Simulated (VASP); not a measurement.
# CdTe (I-4m2) in VASP: settings compared

CdTe is run at these levels: PBE, r2SCAN; tasks: single point.

Everything below comes from runs of VASP 6.6.1. Logs are shortened: lines on timing, memory, paths and dates and some standing lists are left out, and cuts for length are marked.

## Step 1: The cell of the first run

The structure is tetragonal, space group I-4m2 (No. 119). Conventional cell: a = 4.778 Å, b = 4.778 Å, c = 6.279 Å, α = 90.00°, β = 90.00°, γ = 90.00°. Cd (site symmetry -4m2) has 4 Te at 2.86 Å within 3.8 Å. Within 3.8 Å of Te (site symmetry -4m2) lie 4 Cd at 2.86 Å.

## Step 2: Single point, PBE (epitaxial xy strain +3.0%)

INCAR reads:

```
PREC = Accurate
ENCUT = 520
EDIFF = 1E-7
ISMEAR = -1
SIGMA = 0.02
LREAL = F
LASPH = T
NELM = 60
ALGO = Normal
ISIF = 2
LWAVE = F
LCHARG = F
GGA = PE
NBANDS = 16
```

KPOINTS reads:

```
regular mesh
0
Gamma
  6 6 6
```

POSCAR reads:

```
CdTe
1.0
    0.0000000000      3.3783537697      3.1395730162
    3.3783537697      0.0000000000      3.1395730162
    3.3783537697      3.3783537697      0.0000000000
Cd Te
1 1
Direct
    0.0000000000      0.0000000000      0.0000000000
    0.2500000000      0.2500000000      0.2500000000
```

Potentials or basis: VASP PAW PBE potentials, release 64 (Cd, Te).

Command:

```console
$ cat potpaw_PBE.64/Cd/POTCAR potpaw_PBE.64/Te/POTCAR > POTCAR
$ mpirun -np 1 vasp_std > vasp.out
```

OUTCAR:

```text
PREC = Accurate
   ENCUT = 520
   EDIFF = 1E-7
   ISMEAR = -1
   LREAL = F
   LASPH = T
   NELM = 60
   ISIF = 2
   GGA = PE

 ion  position               nearest neighbor table
   1  0.000  0.000  0.000-   2 2.86   2 2.86   2 2.86   2 2.86
   2  0.250  0.250  0.250-   1 2.86   1 2.86   1 2.86   1 2.86

  LATTYP: Found a body centered tetragonal cell.
 ALAT       =     4.7777137196
 C/A-ratio  =     1.3142574882

  Lattice vectors:

 A1 = (   0.0000000000,  -3.3783537697,  -3.1395730162)
 A2 = (   0.0000000000,   3.3783537697,  -3.1395730162)
 A3 = (   3.3783537697,   0.0000000000,   3.1395730162)

Analysis of symmetry for initial positions (statically):
=====================================================================
 Subroutine PRICEL returns:
 Original cell was already a primitive cell.

 Routine SETGRP: Setting up the symmetry group for a
 body centered tetragonal supercell.

 Subroutine GETGRP returns: Found  8 space group operations
 (whereof  8 operations were pure point group operations)
 out of a pool of 16 trial point group operations.

The static configuration has the point symmetry D_2d.

Analysis of symmetry for dynamics (positions and initial velocities):
=====================================================================
 Subroutine PRICEL returns:
 Original cell was already a primitive cell.

 Routine SETGRP: Setting up the symmetry group for a
 body centered tetragonal supercell.

 Subroutine GETGRP returns: Found  8 space group operations
 (whereof  8 operations were pure point group operations)
 out of a pool of 16 trial point group operations.

The dynamic configuration has the point symmetry D_2d.

 Subroutine INISYM returns: Found  8 space group operations
 (whereof  8 operations are pure point group operations),
 and found     1 'primitive' translations

----------------------------------------------------------------------------------------

                                     Primitive cell

  volume of cell :      71.6656

  direct lattice vectors                    reciprocal lattice vectors
     0.000000000  3.378353770  3.139573016    -0.148001078  0.148001078  0.159257325
     3.378353770  0.000000000  3.139573016     0.148001078 -0.148001078  0.159257325
     3.378353770  3.378353770  0.000000000     0.148001078  0.148001078 -0.159257325

  length of vectors
     4.611961938  4.611961938  4.777713720     0.263004817  0.263004817  0.263004817

  position of ions in fractional coordinates (direct lattice)
     0.000000000  0.000000000  0.000000000
     0.250000000  0.250000000  0.250000000

  ion indices of the primitive-cell ions
   primitive index   ion index
                 1           1
                 2           2

----------------------------------------------------------------------------------------

 KPOINTS: regular mesh

Automatic generation of k-mesh.
 Grid dimensions read from file:
 generate k-points for:    6    6    6

 Generating k-lattice:

  Cartesian coordinates                     Fractional coordinates (reciprocal lattice)
    -0.024666846  0.024666846  0.026542887     0.166666667  0.000000000  0.000000000
     0.024666846 -0.024666846  0.026542887     0.000000000  0.166666667  0.000000000
     0.024666846  0.024666846 -0.026542887    -0.000000000 -0.000000000  0.166666667

  Length of vectors
     0.043834136  0.043834136  0.043834136

  Shift w.r.t. Gamma in fractional coordinates (k-lattice)
     0.000000000  0.000000000  0.000000000

 Subroutine IBZKPT returns following result:
 ===========================================

 Found     30 irreducible k-points:

 Following reciprocal coordinates:
            Coordinates               Weight
  0.000000  0.000000  0.000000      1.000000
  0.166667 -0.000000  0.000000      8.000000
  0.333333  0.000000  0.000000      8.000000
  0.500000  0.000000  0.000000      4.000000
  0.166667  0.166667  0.000000      2.000000
  0.333333  0.166667  0.000000      8.000000
[... 16 lines left out ...]
  0.333333  0.000000  0.333333      4.000000
  0.500000  0.000000  0.333333     16.000000
 [... further k-points ...]
   k-points           NKPTS =     30   k-points in BZ     NKDIM =     30   number of bands    NBANDS=     16
   number of dos      NEDOS =    301   number of ions     NIONS =      2
   total plane-waves  NPLWV =  46656
   dimension x,y,z NGX =    36 NGY =   36 NGZ =   36
   dimension x,y,z NGXF=    72 NGYF=   72 NGZF=   72
   ions per type =               1   1
   NGX,Y,Z   is equivalent  to a cutoff of  12.98, 12.98, 12.53 a.u.
   NGXF,Y,Z  is equivalent  to a cutoff of  25.95, 25.95, 25.05 a.u.
 SYSTEM =  unknown system
   PREC   = accura    normal or accurate (medium, high low for compatibility)
   ISTART =      0    job   : 0-new  1-cont  2-samecut
   ICHARG =      2    charge: 1-file 2-atom 10-const
   ISPIN  =      1    spin polarized calculation?
   LNONCOLLINEAR =      F non collinear calculations
   LSORBIT =      F    spin-orbit coupling
[... 22 lines left out ...]
     AMIX     =   0.40;   BMIX     =  1.00
     AMIX_MAG =   1.60;   BMIX_MAG =  1.00
  volume/ion in A,a.u.               =      35.83       241.81
  Fermi-wavevector in a.u.,A,eV,Ry     =   1.032909  1.951915 14.516069  1.066901
  Thomas-Fermi vector in A             =   2.167130
   LORBIT       =      0    0 simple, 1 ext, 2 COOP (PROOUT), +10 PAW based schemes
   GGA     = PE    functional components
   LHFCALC =     F    Hartree Fock is set to
   AEXX    =    0.0000 exact exchange contribution
   IVDW    =     0    specifies the selected vdW correction
   LEPSILON=     F    determine dielectric tensor
   LRPA    =     F    only Hartree local field effects (RPA)
 non-spin polarized calculation
  energy-cutoff  :      520.00
  volume of cell :       71.67
 maximum number of plane-waves:      1947
 NGX is ok and might be reduce to    36
   NGX = 17   NGY = 17   NGZ = 17

 number of electron      18.0000004 magnetization

 Free energy of the ion-electron system (eV)
  ---------------------------------------------------
  ext. energy  EPLUGINS =         0.00000000
  ---------------------------------------------------
  free energy    TOTEN  =        -4.79367071 eV

  energy without entropy =       -4.79367067  energy(sigma->0) =       -4.79367069

 E-fermi :   2.2542     XC(G=0):  -8.3610

 val. band max:        2.0210192354   @ k =   0.0000   0.0000   0.0000
 cond. band min:       2.4872888982   @ k =   0.0000   0.0000   0.0000
 fundamental gap:      0.4662696629
 Fermi energy:         2.2541554237

 k-point     1 :       0.0000    0.0000    0.0000
  band No.  band energies     occupation
      1      -8.9882      2.00000
      2      -6.2346      2.00000
      3      -6.2346      2.00000
      4      -6.2189      2.00000
      5      -6.0126      2.00000
      6      -6.0049      2.00000
[... 8 lines left out ...]
     15      10.6831      0.00000
     16      11.4688      0.00000

 k-point     2 :       0.1667   -0.0000    0.0000
  band No.  band energies     occupation
      1      -8.8993      2.00000
      2      -6.2192      2.00000
      3      -6.2093      2.00000
      4      -6.1527      2.00000
      5      -6.0115      2.00000
      6      -6.0063      2.00000
[... 8 lines left out ...]
     15      10.1183      0.00000
     16      10.7078      0.00000

 k-point     3 :       0.3333    0.0000    0.0000
  band No.  band energies     occupation
      1      -8.7220      2.00000
      2      -6.1938      2.00000
      3      -6.1798      2.00000
      4      -6.0147      2.00000
      5      -6.0026      2.00000
      6      -5.9009      2.00000
[... 8 lines left out ...]
     15      10.7636      0.00000
     16      10.8342      0.00000

 k-point     4 :       0.5000    0.0000    0.0000
  band No.  band energies     occupation
      1      -8.6354      2.00000
      2      -6.1846      2.00000
      3      -6.1676      2.00000
      4      -6.0098      2.00000
      5      -5.9942      2.00000
      6      -5.6988      2.00000
[... 8 lines left out ...]
     15      11.8111      0.00000
     16      12.3248      0.00000
[... 324 lines left out ...]
 k-point    22 :      -0.3333    0.5000    0.1667
  band No.  band energies     occupation
      1      -8.5206      2.00000
      2      -6.1227      2.00000
      3      -6.1148      2.00000
      4      -6.0591      2.00000
      5      -5.9917      2.00000
      6      -5.4873      2.00000
[... 8 lines left out ...]
     15      12.7533      0.00000
     16      13.1174      0.00000

 k-point    23 :       0.3333    0.0000    0.3333
  band No.  band energies     occupation
      1      -8.6460      2.00000
      2      -6.1429      2.00000
      3      -6.1140      2.00000
      4      -6.0726      2.00000
      5      -5.9945      2.00000
      6      -5.8503      2.00000
[... 8 lines left out ...]
     15      11.9994      0.00000
     16      13.6280      0.00000

 k-point    24 :       0.5000    0.0000    0.3333
  band No.  band energies     occupation
      1      -8.5619      2.00000
      2      -6.1360      2.00000
      3      -6.1029      2.00000
      4      -6.0555      2.00000
      5      -5.9945      2.00000
      6      -5.6418      2.00000
[... 8 lines left out ...]
     15      12.2552      0.00000
     16      13.1723      0.00000

 [... further k-points ...]
[... 5 lines left out ...]
  --------------------------------------------------------------------------------------
  -------------------------------------------------------------------------------------
  Total        0.0465137      0.0465137      0.5056063      0.0000000      0.0000000      0.0000000
  in kB        1.0398730      1.0398730     11.3034822      0.0000000      0.0000000      0.0000000
  external PRESSURE =       4.4610760 kB  Pullay stress =       0.0000000 kB

 VOLUME and BASIS-vectors are now :
 -----------------------------------------------------------------------------
  energy-cutoff  :      520.00
  volume of cell :       71.67
      direct lattice vectors                 reciprocal lattice vectors
     0.000000000  3.378353770  3.139573016    -0.148001078  0.148001078  0.159257325
     3.378353770  0.000000000  3.139573016     0.148001078 -0.148001078  0.159257325
     3.378353770  3.378353770  0.000000000     0.148001078  0.148001078 -0.159257325

 POSITION                                       TOTAL-FORCE (eV/Angst)
 -----------------------------------------------------------------------------------
      0.00000      0.00000      0.00000         0.000000     -0.000000     -0.000000
      1.68918      1.68918      1.56979        -0.000000      0.000000      0.000000
 -----------------------------------------------------------------------------------
    total drift:                               -0.000000     -0.000000     -0.000001

  FREE ENERGIE OF THE ION-ELECTRON SYSTEM (eV)
  ---------------------------------------------------
  free  energy   TOTEN  =        -4.7936707088 eV

  energy  without entropy=       -4.7936706682  energy(sigma->0) =       -4.79367069
```

Wall time 80 s (1 thread of AMD EPYC 7R13, shared host); peak memory 0.19 GiB.

Results:

* Free energy: -4.7937 eV
* Pressure: 0.4 GPa
* Band gap on the k mesh: 0.47 eV, direct

Levels at points of the mesh, in eV from the valence-band top:
```csv
k point,band 7,band 8,band 9,band 10,band 11,band 12
"(0.00, 0.00, 0.00)",-0.20,-0.20,0.00,0.47,4.51,4.54
"(0.50, 0.00, 0.00)",-4.25,-0.98,-0.67,1.60,4.88,5.33
"(0.50, 0.50, 0.00)",-3.96,-2.01,-2.01,2.19,2.44,8.73
"(0.50, 0.00, 0.50)",-4.29,-1.76,-1.66,2.68,2.73,8.22
```

Caveat: the cell differs from its parent crystal (epitaxial xy strain +3.0%); spin-orbit coupling is left out, which moves the levels of the heavy elements.

## Step 3: Single point, PBE (epitaxial xy strain +4.0%)

INCAR reads:

```
SYSTEM = CdTe
  ALGO = Normal
  EDIFF = 1E-6
  ENCUT = 520
  GGA = PE
  ISIF = 2
  ISMEAR = -1
  LASPH = .True.
  LCHARG = .False.
  LREAL = .False.
  LWAVE = .False.
  NBANDS = 16
  NELM = 80
  PREC = Accurate
  SIGMA = 0.02
```

KPOINTS reads:

```
k-points
0
Gamma
  6 6 6
  0 0 0
```

POSCAR reads:

```
CdTe
1.0
    0.0000000000      3.4111533208      3.0903071346
    3.4111533208      0.0000000000      3.0903071346
    3.4111533208      3.4111533208      0.0000000000
Cd Te
1 1
Direct
    0.0000000000      0.0000000000      0.0000000000
    0.2500000000      0.2500000000      0.2500000000
```

Potentials or basis: VASP PAW PBE potentials, release 64 (Cd, Te).

Command:

```console
$ cat potpaw_PBE.64/Cd/POTCAR potpaw_PBE.64/Te/POTCAR > POTCAR
$ mpirun -np 1 vasp_std > vasp.out
```

Run time: 62 s. Hardware: 1 thread of AMD EPYC 7R13, shared host; peak memory 0.19 GiB.

Results (log left out):

```
Free energy            : -4.7852 eV
Pressure               : 0.3 GPa
Band gap on the k mesh : 0.41 eV, direct
```

Stress tensor (GPa, compression positive):
```
-0.18  0.00  0.00
 0.00 -0.18  0.00
 0.00  0.00  1.15
```

Levels at points of the mesh, in eV from the valence-band top:
```csv
k point,band 7,band 8,band 9,band 10,band 11,band 12
"(0.00, 0.00, 0.00)",-0.25,-0.25,0.00,0.41,4.50,4.54
"(0.50, 0.00, 0.00)",-4.26,-1.06,-0.65,1.54,4.79,5.40
"(0.50, 0.50, 0.00)",-3.89,-2.09,-2.09,2.03,2.38,8.67
"(0.50, 0.00, 0.50)",-4.33,-1.75,-1.62,2.68,2.76,8.08
```

Caveat: the cell differs from its parent crystal (epitaxial xy strain +4.0%); spin-orbit coupling is left out, which moves the levels of the heavy elements.

## Step 4: Single point, r2SCAN (epitaxial xy strain -4.0%)

POSCAR reads:

```
CdTe
1.0
    0.0000000000      3.1487569115      3.4485483050
    3.1487569115      0.0000000000      3.4485483050
    3.1487569115      3.1487569115      0.0000000000
Cd Te
1 1
Direct
    0.0000000000      0.0000000000      0.0000000000
    0.2500000000      0.2500000000      0.2500000000
```

INCAR.step1 reads:

```
SYSTEM = CdTe
PREC = Accurate ; ENCUT = 520
ISMEAR = 0 ; SIGMA = 0.01
LREAL = .False. ; LASPH = .True.
NELM = 60 ; NBANDS = 16
GGA = PE ; ALGO = Normal
EDIFF = 1E-4 ; LWAVE = .True.
LCHARG = .False.
```

INCAR.step2 reads:

```
SYSTEM = CdTe
PREC = Accurate ; ENCUT = 520
EDIFF = 1E-7 ; ISMEAR = 0
SIGMA = 0.01 ; LREAL = .False.
LASPH = .True. ; NELM = 60
ALGO = Normal ; ISIF = 2
LWAVE = .False. ; LCHARG = .True.
METAGGA = R2SCAN ; LMIXTAU = .True.
LELF = .True. ; LVHAR = .True.
NBANDS = 16 ; ISTART = 1
```

KPOINTS reads:

```
regular mesh
0
Gamma
  6 6 6
  0 0 0
```

Command:

```console
$ cat potpaw_PBE.64/Cd/POTCAR potpaw_PBE.64/Te/POTCAR > POTCAR
$ cp INCAR.step1 INCAR
$ mpirun -np 1 vasp_std > vasp.out
$ cp INCAR.step2 INCAR
$ mpirun -np 1 vasp_std > vasp.out
```

Run time: 7 min. Hardware: 1 thread of AMD EPYC 7R13, shared host; peak memory 0.21 GiB.

It converged, with:

| Quantity | Value |
| --- | --- |
| Free energy | -46.6096 eV |
| Pressure | 1.3 GPa |
| Band gap on the k mesh | 1.10 eV, direct |

Stress tensor (GPa, compression positive):
```
1.91 0.00 0.00
0.00 1.91 0.00
0.00 0.00 0.11
```

Levels at points of the mesh, in eV from the valence-band top:
```tsv
k point	band 6	band 7	band 8	band 9	band 10	band 11	band 12	band 13
(0.00, 0.00, 0.00)	-8.38	-0.36	0.00	0.00	1.10	4.95	4.95	4.99
(0.50, 0.00, 0.00)	-8.01	-4.56	-1.13	-0.65	2.03	5.32	5.77	7.36
(0.50, 0.50, 0.00)	-7.97	-4.72	-1.72	-1.72	3.06	3.36	8.82	9.68
(0.50, 0.00, 0.50)	-7.81	-4.27	-2.18	-2.04	2.64	2.66	9.10	9.41
```

Caveat: the cell differs from its parent crystal (epitaxial xy strain -4.0%); the PAW data sets were made with another functional, which shifts forces and pressure a little; spin-orbit coupling is left out, which moves the levels of the heavy elements.

## Step 5: Single point, r2SCAN (epitaxial xy strain -3.0%)

POSCAR reads:

```
CdTe
1.0
    0.0000000000      3.1815564627      3.4054182159
    3.1815564627      0.0000000000      3.4054182159
    3.1815564627      3.1815564627      0.0000000000
Cd Te
1 1
Direct
    0.0000000000      0.0000000000      0.0000000000
    0.2500000000      0.2500000000      0.2500000000
```

INCAR.step1 reads:

```
SYSTEM = CdTe
PREC     = Accurate       ! precision mode
ENCUT    = 520            ! plane-wave cutoff, eV
ISMEAR   = 0              ! smearing method
SIGMA    = 0.01           ! smearing width, eV
LREAL    = .FALSE.        ! projectors in reciprocal space
LASPH    = .TRUE.         ! aspherical terms in the spheres
NELM     = 80             ! most SCF steps
NBANDS   = 16             ! bands
GGA      = PE             ! functional
ALGO     = Normal         ! electronic algorithm
EDIFF    = 1E-4           ! SCF threshold, eV
LWAVE    = .TRUE.         ! write WAVECAR
LCHARG   = .FALSE.        ! write CHGCAR
```

INCAR.step2 reads:

```
SYSTEM = CdTe
PREC     = Accurate       ! precision mode
ENCUT    = 520            ! plane-wave cutoff, eV
EDIFF    = 1E-7           ! SCF threshold, eV
ISMEAR   = 0              ! smearing method
SIGMA    = 0.01           ! smearing width, eV
LREAL    = .FALSE.        ! projectors in reciprocal space
LASPH    = .TRUE.         ! aspherical terms in the spheres
NELM     = 80             ! most SCF steps
ALGO     = Normal         ! electronic algorithm
ISIF     = 2              ! what is computed and relaxed
LWAVE    = .FALSE.        ! write WAVECAR
LCHARG   = .TRUE.         ! write CHGCAR
METAGGA  = R2SCAN         ! meta-GGA
LMIXTAU  = .TRUE.       
LELF     = .TRUE.         ! ELF
LVHAR    = .TRUE.       
NBANDS   = 16             ! bands
ISTART   = 1
```

KPOINTS reads:

```
regular mesh
0
G
  6 6 6
  0 0 0
```

Command:

```console
$ cat potpaw_PBE.64/Cd/POTCAR potpaw_PBE.64/Te/POTCAR > POTCAR
$ cp INCAR.step1 INCAR
$ mpirun -np 1 vasp_std > vasp.out
$ cp INCAR.step2 INCAR
$ mpirun -np 1 vasp_std > vasp.out
```

Wall time 7.5 min (1 thread of AMD EPYC 7R13, shared host); peak memory 0.2 GiB.

The run converged. Its results:

* Free energy: -46.6237 eV
* Pressure: 1.0 GPa
* Band gap on the k mesh: 1.13 eV, direct

Stress tensor (GPa, compression positive):
```
1.43 0.00 0.00
0.00 1.43 0.00
0.00 0.00 0.14
```

Levels at points of the mesh, in eV from the valence-band top:
```csv
k point,band 6,band 7,band 8,band 9,band 10,band 11,band 12,band 13
"(0.00, 0.00, 0.00)",-8.33,-0.26,0.00,0.00,1.13,4.97,4.97,5.00
"(0.50, 0.00, 0.00)",-7.97,-4.49,-1.03,-0.67,2.09,5.37,5.73,7.36
"(0.50, 0.50, 0.00)",-7.90,-4.58,-1.74,-1.74,3.03,3.26,8.94,9.67
"(0.50, 0.00, 0.50)",-7.78,-4.25,-2.08,-1.98,2.73,2.74,9.27,9.40
```

Caveat: the cell differs from its parent crystal (epitaxial xy strain -3.0%); the PAW data sets were made with another functional, which shifts forces and pressure a little; spin-orbit coupling is left out, which moves the levels of the heavy elements.

## Step 6: Summary

| level | cell | smearing | gap on the mesh (eV) | pressure (GPa) |
| --- | --- | --- | --- | --- |
| PBE | a = 4.612, b = 4.612, c = 4.778 Å, angles 58.8, 58.8, 62.4°, 2 atoms | fermi-dirac 0.02 eV | 0.47 | 0.4 |
| PBE | a = 4.603, b = 4.603, c = 4.824 Å, angles 58.4, 58.4, 63.2°, 2 atoms | fermi-dirac 0.02 eV | 0.41 | 0.3 |
| r2SCAN | a = 4.670, b = 4.670, c = 4.453 Å, angles 61.5, 61.5, 57.0°, 2 atoms | gaussian 0.01 eV | 1.10 | 1.3 |
| r2SCAN | a = 4.660, b = 4.660, c = 4.499 Å, angles 61.1, 61.1, 57.7°, 2 atoms | gaussian 0.01 eV | 1.13 | 1.0 |

Alike in all rows: task single point; potentials or basis VASP PAW PBE potentials, release 64 (Cd, Te); no spin polarisation; k mesh 6 × 6 × 6; cutoff (eV) 520.

Caveats: spin-orbit coupling is left out, which moves the levels of the heavy elements; the PAW data sets were made with another functional, which shifts forces and pressure a little (some runs).

Absolute energies hang on the potentials; compare differences alone.
